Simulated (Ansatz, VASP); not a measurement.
## Ti: VASP beside Ansatz

The input INCAR:

```
PREC = Accurate
ENCUT = 520
EDIFF = 1E-6
ISMEAR = -1
SIGMA = 0.05
LREAL = False
LASPH = True
NELM = 100
ALGO = Normal
ISIF = 2
LWAVE = False
LCHARG = True
GGA = PS
LELF = True
LVHAR = True
NBANDS = 12
```

The input KPOINTS:

```
regular mesh
0
Gamma
  14 14 14
```

Contents of POSCAR:

```
Ti
1.0
   -1.6355116647      1.6355116647      1.6355116647
    1.6355116647     -1.6355116647      1.6355116647
    1.6355116647      1.6355116647     -1.6355116647
Ti
1
Direct
    0.0000000000      0.0000000000      0.0000000000
```

Input for Ansatz:

```yaml
crystal:
  lattice:
    - [-1.6355116647, 1.6355116647, 1.6355116647]
    - [1.6355116647, -1.6355116647, 1.6355116647]
    - [1.6355116647, 1.6355116647, -1.6355116647]
  atoms:
    - { symbol: Ti, position: [0.0, 0.0, 0.0] }
kpoints:
  mp_grid: { grid: [14, 14, 14] }
  band_path:
    path:
      - [0.0, 0.0, 0.0]
      - [0.5, -0.5, 0.5]
      - [0.0, 0.0, 0.5]
      - [0.0, 0.0, 0.0]
      - [0.25, 0.25, 0.25]
      - [0.5, -0.5, 0.5]
      - [0.25, 0.25, 0.25]
      - [0.0, 0.0, 0.5]
    npoints: 5
scf:
  occupations: { method: fermi_dirac, width: 0.05 }
hamiltonian:
  xc: pbesol
  pseudopotentials: { kind: all_electron, lapw: { basis_error: 0.00025 } }
output:
  forces: true
  stress: true
  eigenvalues: true
```

Change from the starting cell: volume scaled by 0.99.

Alike in both runs: task single point; functional PBEsol; k mesh 14 × 14 × 14; occupations fermi-dirac, width 0.05 eV; no spin polarisation.

```csv
,VASP,Ansatz
version,VASP 6.6.1,Ansatz 0.2.0
potentials or method,"VASP PAW PBE potentials, release 64 (Ti_sv), cutoff 520 eV","all-electron LAPW, scalar-relativistic"
```

```tsv
	VASP	Ansatz	Ansatz less VASP
pressure (GPa)	-5.9	-5.7	+0.18
```

VASP's potentials were made for PBE, not for PBEsol. Ansatz ran all-electron here, and VASP with PAW potentials.
